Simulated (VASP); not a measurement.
## ZnS: single point with HF

The system is ZnS.

```
Zn S
1.0
     0.00000    2.69409    2.69409
     2.69409    0.00000    2.69409
     2.69409    2.69409    0.00000
Zn S
1 1
Direct
  0.00000 0.00000 0.00000
  0.25000 0.25000 0.25000
```

```yaml
Program: VASP 6.6.1
Task: single point
Functional: HF
Potentials_or_basis: VASP PAW PBE potentials, release 64 (Zn, S)
Cutoff: 520 eV
k_mesh: 4 × 4 × 4
Occupations: gaussian, width 0.01 eV
Spin: no spin polarisation
```

* Pressure: 8.8 GPa
* Band gap on the k mesh: 10.44 eV

Levels at points of the mesh, in eV from the valence-band top:
```tsv
k point	band 5	band 6	band 7	band 8	band 9	band 10	band 11	band 12	band 13	band 14
(0.00, 0.00, 0.00)	-12.37	-12.37	0.00	0.00	0.00	10.44	14.92	14.92	14.92	20.84
(0.50, 0.00, 0.00)	-12.36	-11.99	-6.49	-1.04	-1.04	11.67	15.27	15.27	17.43	21.49
(0.50, 0.50, 0.00)	-12.32	-11.83	-5.88	-2.70	-2.70	10.68	12.16	20.72	22.17	22.17
```

Wall time 4.3 min on 1 thread of Intel(R) Xeon(R) 6975P-C (Granite Rapids) (shared host), peak memory 0.16 GiB.

Caveat: the k points lie up to 0.50 Å⁻¹ apart; the PAW data sets were made with another functional, which shifts forces and pressure a little. A k mesh can miss the band edges.
